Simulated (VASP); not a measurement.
# GaSb (F-43m) in VASP: single point with LDA

Aim: the single point of GaSb with LDA.

All numbers are computed with VASP 6.6.1; they aren't measurements. Logs are shortened: lines on timing, memory, paths and dates and some standing lists are left out, and cuts for length are marked.

## 1. The cell of the first run

It takes space group F-43m (No. 216, cubic). The conventional cell has a = 6.118 Å, b = 6.118 Å, c = 6.118 Å, α = 90.00°, β = 90.00°, γ = 90.00°. Within 3.5 Å of Ga (site symmetry -43m) lie 4 Sb at 2.65 Å. Sb (site symmetry -43m) has 4 Ga at 2.65 Å within 3.5 Å.

## 2. Single point, LDA

INCAR reads:

```
SYSTEM = GaSb
PREC     = Accurate       ! precision mode
ENCUT    = 500            ! plane-wave cutoff, eV
EDIFF    = 1E-6           ! SCF threshold, eV
ISMEAR   = 0              ! smearing method
SIGMA    = 0.01           ! smearing width, eV
LREAL    = .FALSE.        ! projectors in reciprocal space
LASPH    = .TRUE.         ! aspherical terms in the spheres
NELM     = 120            ! most SCF steps
ALGO     = Normal         ! electronic algorithm
ISIF     = 2              ! what is computed and relaxed
LWAVE    = .FALSE.        ! write WAVECAR
LCHARG   = .FALSE.        ! write CHGCAR
GGA      = CA             ! functional
NBANDS   = 16             ! bands
GGA_COMPAT= .FALSE.
```

KPOINTS reads:

```
Automatic mesh
0
G
  6 6 6
  0 0 0
```

POSCAR reads:

```
GaSb
1.0
    0.0000000000      3.0590000000      3.0590000000
    3.0590000000      0.0000000000      3.0590000000
    3.0590000000      3.0590000000      0.0000000000
Ga Sb
1 1
Direct
    0.0000000000      0.0000000000      0.0000000000
    0.7500000000      0.7500000000      0.7500000000
```

Potentials or basis: VASP PAW LDA potentials, release 64 (Ga_d, Sb).

Started as:

```bash
$ cat potpaw_LDA.64/Ga_d/POTCAR potpaw_LDA.64/Sb/POTCAR > POTCAR
$ mpirun -np 1 vasp_std > vasp.out
```

OUTCAR:

```text
SYSTEM = GaSb
   PREC = Accurate
   ENCUT = 500
   EDIFF = 1E-6
   ISMEAR = 0
   LREAL = .FALSE.
   LASPH = .TRUE.
   NELM = 120
   ISIF = 2
   GGA = CA

 ion  position               nearest neighbor table
   1  0.000  0.000  0.000-   2 2.65   2 2.65   2 2.65   2 2.65
   2  0.750  0.750  0.750-   1 2.65   1 2.65   1 2.65   1 2.65

  LATTYP: Found a face centered cubic cell.
 ALAT       =     6.1180000000

  Lattice vectors:

 A1 = (   0.0000000000,   3.0590000000,   3.0590000000)
 A2 = (   3.0590000000,   0.0000000000,   3.0590000000)
 A3 = (   3.0590000000,   3.0590000000,   0.0000000000)

Analysis of symmetry for initial positions (statically):
=====================================================================
 Subroutine PRICEL returns:
 Original cell was already a primitive cell.

 Routine SETGRP: Setting up the symmetry group for a
 face centered cubic supercell.

 Subroutine GETGRP returns: Found 24 space group operations
 (whereof 24 operations were pure point group operations)
 out of a pool of 48 trial point group operations.

The static configuration has the point symmetry T_d .

Analysis of symmetry for dynamics (positions and initial velocities):
=====================================================================
 Subroutine PRICEL returns:
 Original cell was already a primitive cell.

 Routine SETGRP: Setting up the symmetry group for a
 face centered cubic supercell.

 Subroutine GETGRP returns: Found 24 space group operations
 (whereof 24 operations were pure point group operations)
 out of a pool of 48 trial point group operations.

The dynamic configuration has the point symmetry T_d .

 Subroutine INISYM returns: Found 24 space group operations
 (whereof 24 operations are pure point group operations),
 and found     1 'primitive' translations

----------------------------------------------------------------------------------------

                                     Primitive cell

  volume of cell :      57.2491

  direct lattice vectors                    reciprocal lattice vectors
     0.000000000  3.059000000  3.059000000    -0.163452109  0.163452109  0.163452109
     3.059000000  0.000000000  3.059000000     0.163452109 -0.163452109  0.163452109
     3.059000000  3.059000000  0.000000000     0.163452109  0.163452109 -0.163452109

  length of vectors
     4.326079287  4.326079287  4.326079287     0.283107357  0.283107357  0.283107357

  position of ions in fractional coordinates (direct lattice)
     0.000000000  0.000000000  0.000000000
     0.750000000  0.750000000  0.750000000

  ion indices of the primitive-cell ions
   primitive index   ion index
                 1           1
                 2           2

----------------------------------------------------------------------------------------

 KPOINTS: Automatic mesh

Automatic generation of k-mesh.
 Grid dimensions read from file:
 generate k-points for:    6    6    6

 Generating k-lattice:

  Cartesian coordinates                     Fractional coordinates (reciprocal lattice)
    -0.027242018  0.027242018  0.027242018     0.166666667  0.000000000  0.000000000
     0.027242018 -0.027242018  0.027242018     0.000000000  0.166666667  0.000000000
     0.027242018  0.027242018 -0.027242018     0.000000000  0.000000000  0.166666667

  Length of vectors
     0.047184559  0.047184559  0.047184559

  Shift w.r.t. Gamma in fractional coordinates (k-lattice)
     0.000000000  0.000000000  0.000000000

 Subroutine IBZKPT returns following result:
 ===========================================

 Found     16 irreducible k-points:

 Following reciprocal coordinates:
            Coordinates               Weight
  0.000000  0.000000  0.000000      1.000000
  0.166667  0.000000  0.000000      8.000000
  0.333333  0.000000  0.000000      8.000000
  0.500000  0.000000  0.000000      4.000000
  0.166667  0.166667  0.000000      6.000000
  0.333333  0.166667  0.000000     24.000000
[... 8 lines left out ...]
 -0.333333  0.333333  0.166667     24.000000
 -0.333333  0.500000  0.166667     12.000000
   k-points           NKPTS =     16   k-points in BZ     NKDIM =     16   number of bands    NBANDS=     16
   number of dos      NEDOS =    301   number of ions     NIONS =      2
   total plane-waves  NPLWV =  32768
   dimension x,y,z NGX =    32 NGY =   32 NGZ =   32
   dimension x,y,z NGXF=    64 NGYF=   64 NGZF=   64
   ions per type =               1   1
   NGX,Y,Z   is equivalent  to a cutoff of  12.30, 12.30, 12.30 a.u.
   NGXF,Y,Z  is equivalent  to a cutoff of  24.59, 24.59, 24.59 a.u.
 SYSTEM =  GaSb
   PREC   = accura    normal or accurate (medium, high low for compatibility)
   ISTART =      0    job   : 0-new  1-cont  2-samecut
   ICHARG =      2    charge: 1-file 2-atom 10-const
   ISPIN  =      1    spin polarized calculation?
   LNONCOLLINEAR =      F non collinear calculations
   LSORBIT =      F    spin-orbit coupling
   LASPH  =      T    aspherical Exc in radial PAW
   ENCUT  =  500.0 eV  36.75 Ry    6.06 a.u.   7.89  7.89  7.89*2*pi/ulx,y,z
   NELM   =    120;   NELMIN=  2; NELMDL= -5     # of ELM steps
   EDIFF  = 0.1E-05   stopping-criterion for ELM
   LREAL  =      F    real-space projection
   EDIFFG = 0.1E-04   stopping-criterion for IOM
   NSW    =      0    number of steps for IOM
   IBRION =     -1    ionic relax: 0-MD 1-quasi-New 2-CG
   NFREE  =      0    steps in history (QN), initial steepest desc. (CG)
   ISIF   =      2    stress and relaxation
   ISYM   =      2    0-nonsym 1-usesym 2-fastsym
   POTIM  = 0.5000    time-step for ionic-motion
   TEBEG  =    0.0;   TEEND  =   0.0 temperature during run
   PSTRESS=    0.0 pullay stress
   NELECT =      18.0000    total number of electrons
   NUPDOWN=      -1.0000    fix difference up-down
   EMIN   =  10.00;   EMAX   =-10.00  energy-range for DOS
   EFERMI =   0.00;   METHOD = LEGACY
   ISMEAR =     0;   SIGMA  =   0.01  broadening in eV -4-tet -1-fermi 0-gaus
   EFERMI_NEDOS =   21; number of points for ismear=-14 and -15
   IALGO  =     38    algorithm
   IMIX   =      4    mixing-type and parameters
     AMIX     =   0.40;   BMIX     =  1.00
     AMIX_MAG =   1.60;   BMIX_MAG =  1.00
  volume/ion in A,a.u.               =      28.62       193.17
  Fermi-wavevector in a.u.,A,eV,Ry     =   1.113208  2.103657 16.860766  1.239231
  Thomas-Fermi vector in A             =   2.249790
   LORBIT       =      0    0 simple, 1 ext, 2 COOP (PROOUT), +10 PAW based schemes
   GGA     = CA    functional components
   LHFCALC =     F    Hartree Fock is set to
   AEXX    =    0.0000 exact exchange contribution
   IVDW    =     0    specifies the selected vdW correction
   LEPSILON=     F    determine dielectric tensor
   LRPA    =     F    only Hartree local field effects (RPA)
 non-spin polarized calculation
 Gauss-broadening in eV      SIGMA  =   0.01
  energy-cutoff  :      500.00
  volume of cell :       57.25
 maximum number of plane-waves:      1464
   NGX = 15   NGY = 15   NGZ = 15

 number of electron      17.9999986 magnetization

 Free energy of the ion-electron system (eV)
  ---------------------------------------------------
  ext. energy  EPLUGINS =         0.00000000
  ---------------------------------------------------
  free energy    TOTEN  =        -8.63179999 eV

  energy without entropy =       -8.63172857  energy(sigma->0) =       -8.63176428

 E-fermi :   4.6898     XC(G=0):  -9.3943

 val. band max:        4.6867675976   @ k =   0.0000   0.0000   0.0000
 cond. band min:       4.9801970819   @ k =   0.5000   0.0000   0.0000
 fundamental gap:      0.2934294843
 Fermi energy:         4.6898131713

 k-point     1 :       0.0000    0.0000    0.0000
  band No.  band energies     occupation
      1     -10.4635      2.00000
      2     -10.4635      2.00000
      3     -10.4635      2.00000
      4     -10.4144      2.00000
      5     -10.4144      2.00000
      6      -6.8310      2.00000
[... 8 lines left out ...]
     15      13.2422      0.00000
     16      13.2422      0.00000

 k-point     2 :       0.1667    0.0000    0.0000
  band No.  band energies     occupation
      1     -10.4704      2.00000
      2     -10.4604      2.00000
      3     -10.4604      2.00000
      4     -10.4147      2.00000
      5     -10.4147      2.00000
      6      -6.5496      2.00000
[... 8 lines left out ...]
     15      12.2409      0.00000
     16      12.2409      0.00000

 k-point     3 :       0.3333    0.0000    0.0000
  band No.  band energies     occupation
      1     -10.4839      2.00000
      2     -10.4551      2.00000
      3     -10.4551      2.00000
      4     -10.4146      2.00000
      5     -10.4146      2.00000
      6      -5.7993      2.00000
[... 8 lines left out ...]
     15      12.7310      0.00000
     16      12.7310      0.00000

 k-point     4 :       0.5000    0.0000    0.0000
  band No.  band energies     occupation
      1     -10.4906      2.00000
      2     -10.4529      2.00000
      3     -10.4529      2.00000
      4     -10.4141      2.00000
      5     -10.4141      2.00000
      6      -5.2092      2.00000
[... 8 lines left out ...]
     15      14.4886      0.00000
     16      14.4886      0.00000
[... 172 lines left out ...]
 k-point    14 :       0.5000    0.3333    0.1667
  band No.  band energies     occupation
      1     -10.4952      2.00000
      2     -10.4491      2.00000
      3     -10.4463      2.00000
      4     -10.4197      2.00000
      5     -10.4130      2.00000
      6      -5.1572      2.00000
[... 8 lines left out ...]
     15      13.5931      0.00000
     16      15.5364      0.00000

 k-point    15 :      -0.3333    0.3333    0.1667
  band No.  band energies     occupation
      1     -10.4983      2.00000
      2     -10.4485      2.00000
      3     -10.4438      2.00000
      4     -10.4190      2.00000
      5     -10.4142      2.00000
      6      -4.6299      2.00000
[... 8 lines left out ...]
     15      15.0079      0.00000
     16      15.2165      0.00000

 k-point    16 :      -0.3333    0.5000    0.1667
  band No.  band energies     occupation
      1     -10.5029      2.00000
      2     -10.4449      2.00000
      3     -10.4405      2.00000
      4     -10.4222      2.00000
      5     -10.4128      2.00000
      6      -4.3497      2.00000
[... 8 lines left out ...]
     15      14.5496      0.00000
     16      15.8711      0.00000

------------------------ aborting loop because EDIFF is reached ----------------------------------------

  FORCE on cell =-STRESS in cart. coord.  units (eV):
  Direction    XX          YY          ZZ          XY          YZ          ZX
  --------------------------------------------------------------------------------------
  -------------------------------------------------------------------------------------
  Total       -0.5265241     -0.5265241     -0.5265241     -0.0000000     -0.0000000      0.0000000
  in kB      -14.7353498    -14.7353498    -14.7353498     -0.0000000     -0.0000000      0.0000000
  external PRESSURE =     -14.7353498 kB  Pullay stress =       0.0000000 kB

 VOLUME and BASIS-vectors are now :
 -----------------------------------------------------------------------------
  energy-cutoff  :      500.00
  volume of cell :       57.25
      direct lattice vectors                 reciprocal lattice vectors
     0.000000000  3.059000000  3.059000000    -0.163452109  0.163452109  0.163452109
     3.059000000  0.000000000  3.059000000     0.163452109 -0.163452109  0.163452109
     3.059000000  3.059000000  0.000000000     0.163452109  0.163452109 -0.163452109

 POSITION                                       TOTAL-FORCE (eV/Angst)
 -----------------------------------------------------------------------------------
      0.00000      0.00000      0.00000         0.000000      0.000000      0.000000
      4.58850      4.58850      4.58850        -0.000000     -0.000000     -0.000000
 -----------------------------------------------------------------------------------
    total drift:                               -0.000000     -0.000000     -0.000000

  FREE ENERGIE OF THE ION-ELECTRON SYSTEM (eV)
  ---------------------------------------------------
  free  energy   TOTEN  =        -8.6317999884 eV

  energy  without entropy=       -8.6317285707  energy(sigma->0) =       -8.63176428
```

Run time: 14 s. Hardware: 1 thread of Intel Xeon 8259CL, shared host; peak memory 0.15 GiB.

Results:

* Free energy: -8.6318 eV
* Pressure: -1.5 GPa
* Band gap on the k mesh: zero (filled and empty bands touch)

Levels at points of the mesh, in eV from the Fermi level:
| k point | band 6 | band 7 | band 8 | band 9 | band 10 | band 11 | band 12 | band 13 |
| --- | --- | --- | --- | --- | --- | --- | --- | --- |
| (0.00, 0.00, 0.00) | -11.52 | -0.13 | 0.00 | 0.00 | 0.00 | 2.74 | 2.74 | 2.74 |
| (0.50, 0.00, 0.00) | -9.90 | -6.41 | -1.16 | -1.16 | 0.29 | 3.71 | 3.71 | 6.30 |
| (0.50, 0.50, 0.00) | -9.07 | -6.86 | -2.58 | -2.58 | 0.82 | 1.15 | 8.57 | 8.57 |

Caveat: semilocal functionals underestimate gaps, so a narrow gap can read as zero; spin-orbit coupling is left out, which moves the levels of the heavy elements.
